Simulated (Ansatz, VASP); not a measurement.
One calculation of Ni, two programs

Contents of INCAR:

```
PREC = Accurate
ENCUT = 520
EDIFF = 1E-6
ISMEAR = -1
SIGMA = 0.05
LREAL = F
LASPH = T
NELM = 150
ALGO = Normal
ISIF = 2
LWAVE = F
LCHARG = F
MAGMOM = 0 0 0.686 0 0 0.686
LORBIT = 11
LSORBIT = T
GGA_COMPAT = F
LORBMOM = T
LMAXMIX = 4
GGA = RE
NBANDS = 32
```

KPOINTS

```
regular mesh
0
Gamma
  12 12 9
```

File POSCAR:

```
Ni
1.0
    2.5011651906      0.0000000000      0.0000000000
    0.0000000000      2.5011651906      0.0000000000
    0.0000000000      0.0000000000      3.5355824372
Ni
2
Direct
    0.0000000000      0.0000000000      0.0000000000
    0.5000000000      0.5000000000      0.5000000000
```

Input for Ansatz:

```yaml
crystal:
  lattice:
    - [2.5011651906, 0.0, 0.0]
    - [0.0, 2.5011651906, 0.0]
    - [0.0, 0.0, 3.5355824372]
  atoms:
    - { symbol: Ni, position: [0.0, 0.0, 0.0], spin: 0.686, spin_axis: [0, 0, 1] }
    - { symbol: Ni, position: [0.5, 0.5, 0.5], spin: 0.686, spin_axis: [0, 0, 1] }
hamiltonian:
  xc: revpbe
  pseudopotentials:
    kind: paw_fr
    azcp:
      Ni: "pseudopotentials/Ni.paw.azcp"
basis:
  ecutwfc: 420
  fft_grid_basis: typed
kpoints:
  mp_grid: { grid: [12, 12, 9], shift: [0, 0, 0] }
magnetization:
  noncollinear: true
  spin_orbit: true
scf:
  occupations: { method: fermi_dirac, width: 0.05 }
```

Alike in both runs: task single point; functional revPBE; k mesh 12 × 12 × 9; occupations fermi-dirac, width 0.05 eV; non-collinear spin, spin-orbit coupling.

```csv
,VASP,Ansatz
version,VASP 6.6.1,Ansatz 0.2.0
potentials or method,"VASP PAW PBE potentials, release 64 (Ni), cutoff 520 eV","plane waves (420 eV) with PAW, fully relativistic with spin-orbit coupling"
valence electrons in the cell,20,36
```

VASP gave:

- net moment per atom (μB): 0.65

Estimate Ansatz's values.

net moment per atom (μB): 0.66.

VASP's potentials were made for PBE, not for revPBE. VASP's potentials hold 20 valence electrons a cell and Ansatz's 36, so a difference there can come from the potentials and not from the codes.
